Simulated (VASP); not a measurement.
Set up this calculation in VASP 6.6.1, as the native input.

```yaml
Task: single point
Functional: LDA
Potentials_or_basis: VASP PAW LDA potentials, release 64 (Sn_d)
Cutoff: 520 eV
k_mesh: 11 × 11 × 11
Occupations: fermi-dirac, width 0.05 eV
Spin: no spin polarisation
Dipole_correction: no
Further_INCAR_settings: ALGO = Normal; EDIFF = 1e-06; NBANDS = 13
```

The structure of Sn lies in POSCAR:

```
Sn
1.0
   -1.8946520000      1.8946520000      1.8946520000
    1.8946520000     -1.8946520000      1.8946520000
    1.8946520000      1.8946520000     -1.8946520000
Sn
1
Direct
    0.0000000000      0.0000000000      0.0000000000
```

The input as run:

INCAR

```
SYSTEM = Sn
  PREC = Accurate
  ENCUT = 520
  EDIFF = 1E-6
  ISMEAR = -1
  SIGMA = 0.05
  LREAL = .False.
  LASPH = .True.
  NELM = 60
  ALGO = Normal
  ISIF = 2
  LWAVE = .False.
  LCHARG = .False.
  NBANDS = 13
```

KPOINTS

```
Automatic mesh
0
Gamma
  11 11 11
  0 0 0
```

Potentials or basis: VASP PAW LDA potentials, release 64 (Sn_d).

Run with:

```console
$ cat potpaw_LDA.64/Sn_d/POTCAR > POTCAR
$ mpirun -np 1 vasp_std > vasp.out
```

It gave:

The pressure is -3.0 GPa and the band gap on the k mesh is zero (band 7 reaches 15.63 eV, above the bottom of band 8 at 5.45 eV).

Caveat: spin-orbit coupling is left out, which moves the levels of the heavy elements.

Wall time 14 s on 1 thread of Intel Xeon 8259CL (shared host), peak memory 0.14 GiB.
